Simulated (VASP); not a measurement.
Here is a VASP 6.6.1 calculation.

File INCAR:

```
ALGO = Normal
EDIFF = 1E-7
ENCUT = 520
GGA = PS
ISIF = 2
ISMEAR = -1
LASPH = T
LCHARG = T
LELF = T
LREAL = F
LVHAR = T
LWAVE = F
NBANDS = 66
NELM = 60
PREC = Accurate
SIGMA = 0.05
```

KPOINTS

```
k-points
0
Gamma
  4 4 2
```

Contents of POSCAR:

```
AgAu2Cl3
1.0
    3.7131457082     -5.8901386114      1.2309033483
    1.3662869437      4.4653624874      0.5728807761
    2.6782548814     -0.5474832080     12.6605254356
Ag Au Cl
2 4 6
Direct
   -0.0112125096      0.2053134875      0.0569073488
    0.0538736557      0.3138762601      0.5286302958
    0.4761580688     -0.0959781461      0.2609802162
   -0.0102064307      0.4438174100      0.2479386225
    0.5256832800     -0.0249589150      0.7275198836
    0.0159014201      0.4891898198      0.7363780462
    0.7857534222     -0.0001287089     -0.0763888533
    0.2024109035      0.9054486742      0.0559008608
    0.4677158118      0.4039344547      0.2373243961
    0.7633755588     -0.0369902937      0.4367536076
    0.2335853298      0.9674754206      0.5460903112
    0.4968761336      0.4383682672      0.7525905547
```

Potentials or basis: VASP PAW PBE potentials, release 64 (Ag, Au, Cl).

Launch:

```bash
$ cat potpaw_PBE.64/Ag/POTCAR potpaw_PBE.64/Au/POTCAR potpaw_PBE.64/Cl/POTCAR > POTCAR
$ mpirun -np 1 vasp_std > vasp.out
```

Q: What does it give for the pressure?

A: -0.1 GPa.

Q: Predict the band gap on the k mesh.

A: Zero (band 54 reaches 3.59 eV, above the bottom of band 55 at 2.97 eV).

Forces on the atoms (eV/Å):
```
Ag   0.004  0.006  0.005
Ag   0.001  0.005  0.002
Au   0.002 -0.006  0.000
Au  -0.001  0.003  0.003
Au   0.001  0.000 -0.001
Au   0.000  0.000  0.002
Cl   0.010  0.008 -0.019
Cl  -0.016 -0.013  0.013
Cl   0.000  0.003  0.000
Cl   0.012  0.008 -0.019
Cl  -0.015 -0.012  0.013
Cl   0.001 -0.001  0.000
```

Caveat: the k points lie up to 0.47 Å⁻¹ apart; the PAW data sets were made with another functional, which shifts forces and pressure a little; spin-orbit coupling is left out, which moves the levels of the heavy elements.
